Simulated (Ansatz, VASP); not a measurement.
# One calculation of Ag, two programs

The input INCAR:

```
SYSTEM = Ag
ALGO = Normal ; EDIFF = 1E-6
ENCUT = 520 ; ISIF = 2
ISMEAR = -1 ; LASPH = .True.
LCHARG = .False. ; LREAL = .False.
LWAVE = .False. ; NBANDS = 12
NELM = 100 ; PREC = Accurate
SIGMA = 0.1
```

File KPOINTS:

```
k-points
0
Gamma
  13 13 13
  0 0 0
```

File POSCAR:

```
Ag
1.0
    0.0000000000      1.9996579419      1.9996579419
    1.9996579419      0.0000000000      1.9996579419
    1.9996579419      1.9996579419      0.0000000000
Ag
1
Direct
    0.0000000000      0.0000000000      0.0000000000
```

Input for Ansatz:

```yaml
crystal:
  lattice:
    - [0.0, 1.9996579419, 1.9996579419]
    - [1.9996579419, 0.0, 1.9996579419]
    - [1.9996579419, 1.9996579419, 0.0]
  atoms:
    - { symbol: Ag, position: [0.0, 0.0, 0.0] }
hamiltonian:
  xc: lda
  pseudopotentials:
    kind: paw
    azcp:
      Ag: "pseudopotentials/Ag.paw.azcp"
basis:
  ecutwfc: 600
  fft_grid_basis: typed
kpoints:
  mp_grid: { grid: [13, 13, 13], shift: [0, 0, 0] }
magnetization:
  spin_polarized: false
scf:
  occupations: { method: fermi_dirac, width: 0.1 }
  lower_state_search: "off"
output:
  stress: true
```

Alike in both runs: task single point; functional LDA; k mesh 13 × 13 × 13; occupations fermi-dirac, width 0.1 eV; no spin polarisation.

```csv
,VASP,Ansatz
version,VASP 6.6.1,Ansatz 0.2.0
potentials or method,"VASP PAW LDA potentials, release 64 (Ag), cutoff 520 eV","plane waves (600 eV) with PAW, scalar-relativistic"
valence electrons in the cell,11,19
```

|  | VASP | Ansatz | Ansatz less VASP |
| --- | --- | --- | --- |
| pressure (GPa) | 0.2 | 0.0 | -0.14 |

Ansatz warns that its potentials were made for another functional, while VASP's fit it. LDA's correlation is that of Perdew and Zunger in VASP and of Perdew and Wang (1992) in Ansatz. VASP's potentials hold 11 valence electrons a cell and Ansatz's 19, so a difference there can come from the potentials and not from the codes.
